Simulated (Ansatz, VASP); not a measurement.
## Two plane-wave programs on BiBrO

Contents of INCAR:

```
SYSTEM = BiBrO
PREC = Accurate
ENCUT = 520
EDIFF = 1E-6
ISMEAR = 0
SIGMA = 0.05
LREAL = .FALSE.
LASPH = .TRUE.
NELM = 80
ALGO = Normal
ISIF = 2
LWAVE = .FALSE.
LCHARG = .FALSE.
NBANDS = 37
```

Contents of KPOINTS:

```
regular mesh
0
G
  8 8 4
  0 0 0
```

POSCAR

```
BiBrO
1.0
    3.6885000000      0.0000000000      0.0000000000
    0.0000000000      3.6885000000      0.0000000000
    0.0000000000      0.0000000000      8.0182000000
Bi Br O
2 2 2
Direct
    0.0000000000      0.5000000000      0.1575579020
    0.5000000000      0.0000000000      0.8424420980
    0.0000000000      0.5000000000      0.6517216503
    0.5000000000      0.0000000000      0.3482783497
    0.0000000000      0.0000000000      0.0000000000
    0.5000000000      0.5000000000      0.0000000000
```

Input for Ansatz:

```yaml
crystal:
  lattice:
    - [3.6885, 0.0, 0.0]
    - [0.0, 3.6885, 0.0]
    - [0.0, 0.0, 8.0182]
  atoms:
    - { symbol: Bi, position: [0.0, 0.5, 0.157557902] }
    - { symbol: Bi, position: [0.5, 0.0, 0.842442098] }
    - { symbol: Br, position: [0.0, 0.5, 0.6517216503] }
    - { symbol: Br, position: [0.5, 0.0, 0.3482783497] }
    - { symbol: O, position: [0.0, 0.0, 0.0] }
    - { symbol: O, position: [0.5, 0.5, 0.0] }
basis:
  ecutwfc: 520.0
kpoints:
  mp_grid: { grid: [8, 8, 4] }
hamiltonian:
  xc: lda
  pseudopotentials: { kind: paw }
scf:
  occupations: { method: gaussian, width: 0.05 }
output:
  forces: true
  stress: true
  eigenvalues: true
  write_density: true
  write_potential: true
  elf: true
  volumetric_format: npy
```

Alike in both runs: task single point; functional LDA; k mesh 8 × 8 × 4; occupations gaussian, width 0.05 eV; no spin polarisation.

```csv
,VASP,Ansatz
version,VASP 6.6.1,Ansatz 0.2.0
potentials or method,"VASP PAW LDA potentials, release 64 (Bi_d, Br, O), cutoff 520 eV","scalar-relativistic, plane waves, PAW"
valence electrons in the cell,56,56
```

```csv
,VASP,Ansatz,Ansatz less VASP
gap on the k mesh at the Fermi level (eV),2.24,2.27,+0.023
least direct gap on the mesh (eV),2.67,2.68,+0.011
pressure (GPa),12.1,11.7,-0.44
"traceless stress, the component that is largest in VASP (GPa)",-4.68,-4.64,+0.044
rms of the force components (eV/Å),0.290,0.257,-0.0331
```

LDA's correlation is that of Perdew and Zunger in VASP and of Perdew and Wang (1992) in Ansatz. Atom by atom the forces differ by 0.035 eV/Å (rms over components).

Neither program's run includes spin-orbit coupling.
